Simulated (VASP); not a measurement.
Here is a VASP 6.6.1 calculation.

Contents of POSCAR:

```
Si
1.0
    0.0000000000      5.4300000000      5.4300000000
    5.4300000000      0.0000000000      5.4300000000
    5.4300000000      5.4300000000      0.0000000000
Si
17
Direct
    0.0000390666     -0.0000255550      0.0000195448
    0.1247509237      0.1244767212      0.1246905979
    0.0031908198      0.0027833106      0.4971093889
    0.1247965533      0.1246141334      0.6261167081
    0.0031966163      0.4968871775      0.0031062366
    0.1247917203      0.6260797884      0.1247414646
    0.0032609521      0.4970401018      0.4971548686
    0.1313163806      0.6228732363      0.6231404625
    0.4971673687      0.0027902433      0.0031072729
    0.6261339190      0.1246218913      0.1247542381
    0.4971651845      0.0030083182      0.4971263599
    0.6232638215      0.1306789646      0.6231964847
    0.4971958784      0.4970421740      0.0031940172
    0.6232230187      0.6228890498      0.1311874679
    0.5004644166      0.4998736350      0.5003455028
    0.6233932889      0.6231890774      0.6233392963
    0.7504745109      0.7498658822      0.7503471082
```

Contents of INCAR.step1:

```
PREC = Accurate
ENCUT = 520
ISMEAR = -1
SIGMA = 0.02
LREAL = Auto
LASPH = T
NELM = 100
NBANDS = 48
GGA = PE
ALGO = Normal
EDIFF = 1E-4
LWAVE = T
LCHARG = F
```

INCAR.step2

```
PREC = Accurate
ENCUT = 520
EDIFF = 1E-6
ISMEAR = -1
SIGMA = 0.02
LREAL = Auto
LASPH = T
NELM = 100
ALGO = Normal
ISIF = 2
LWAVE = F
LCHARG = T
METAGGA = R2SCAN
LMIXTAU = T
LELF = T
LVHAR = T
NBANDS = 48
ISTART = 1
```

File KPOINTS:

```
regular mesh
0
Gamma
  2 2 2
```

Potentials or basis: VASP PAW PBE potentials, release 64 (Si).

Command:

```console
$ cat potpaw_PBE.64/Si/POTCAR > POTCAR
$ cp INCAR.step1 INCAR
$ mpirun -np 1 vasp_std > vasp.out
$ cp INCAR.step2 INCAR
$ mpirun -np 1 vasp_std > vasp.out
```

Q: Estimate the band gap on the k mesh.

A: Zero (bands 34 and 35 overlap by 0.23 eV).

Q: What does it give for the largest force?

A: 0.025 eV/Å.

Q: Estimate the pressure.

A: 3.9 GPa.

Forces on the atoms (eV/Å):
```
Si   0.000  0.001  0.001
Si  -0.012 -0.013 -0.013
Si   0.002  0.001 -0.013
Si   0.015  0.011 -0.016
Si   0.001 -0.014  0.000
Si   0.013 -0.015  0.013
Si   0.015  0.001 -0.002
Si   0.005 -0.002 -0.003
Si  -0.013  0.001  0.003
Si  -0.016  0.012  0.015
Si   0.000  0.021  0.001
Si   0.000  0.001  0.001
Si  -0.002  0.001  0.016
Si  -0.003 -0.001  0.004
Si   0.000  0.000  0.000
Si  -0.006 -0.004 -0.005
Si   0.000  0.000  0.000
```

Caveat: the k points lie up to 0.50 Å⁻¹ apart; the PAW data sets were made with another functional, which shifts forces and pressure a little.
